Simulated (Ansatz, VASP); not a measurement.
# Ag in VASP and in Ansatz

Contents of INCAR:

```
PREC = Accurate ; ENCUT = 520
EDIFF = 1E-6 ; ISMEAR = 0
SIGMA = 0.15 ; LREAL = F
LASPH = T ; NELM = 60
ALGO = Fast ; ISIF = 2
LWAVE = F ; LCHARG = F
GGA = PE ; NBANDS = 12
```

Contents of KPOINTS:

```
regular mesh
0
Gamma
  20 20 20
```

The input POSCAR:

```
Ag
1.0
    0.0000000000      2.2065480000      2.1248240000
    2.2065480000      0.0000000000      2.1248240000
    2.2065480000      2.2065480000      0.0000000000
Ag
1
Direct
    0.0000000000      0.0000000000      0.0000000000
```

Input for Ansatz:

```yaml
crystal:
  lattice:
    - [0.0, 2.206548, 2.124824]
    - [2.206548, 0.0, 2.124824]
    - [2.206548, 2.206548, 0.0]
  atoms:
    - { symbol: Ag, position: [0.0, 0.0, 0.0] }
basis:
  ecutwfc: 420
kpoints:
  mp_grid: { grid: [20, 20, 20] }
hamiltonian:
  xc: pbe
scf:
  occupations: { method: gaussian, width: 0.15 }
output:
  forces: true
  stress: true
  eigenvalues: true
  write_density: true
  write_potential: true
  elf: true
  volumetric_format: npy
```

Change from the starting cell: strain +0.080 along x and y, +0.040 along z, atoms carried along.

Alike in both runs: task single point; functional PBE; k mesh 20 × 20 × 20; occupations gaussian, width 0.15 eV; no spin polarisation.

```csv
,VASP,Ansatz
version,VASP 6.6.1,Ansatz 0.2.0
potentials or method,"VASP PAW PBE potentials, release 64 (Ag), cutoff 520 eV","scalar-relativistic, plane waves, PAW"
valence electrons in the cell,11,19
```

Ansatz gave:

```
gap on the k mesh at the Fermi level (eV)                     : none
pressure (GPa)                                                : -8.8
traceless stress, the component that is largest in VASP (GPa) : 0.45
```

Question: Which values does VASP return?

Answer: gap on the k mesh at the Fermi level (eV): none; pressure (GPa): -8.8; traceless stress, the component that is largest in VASP (GPa): 0.44.

A gap of «none» marks a metal or a gap that the smearing closes. VASP's potentials hold 11 valence electrons a cell and Ansatz's 19, so a difference there can come from the potentials and not from the codes.
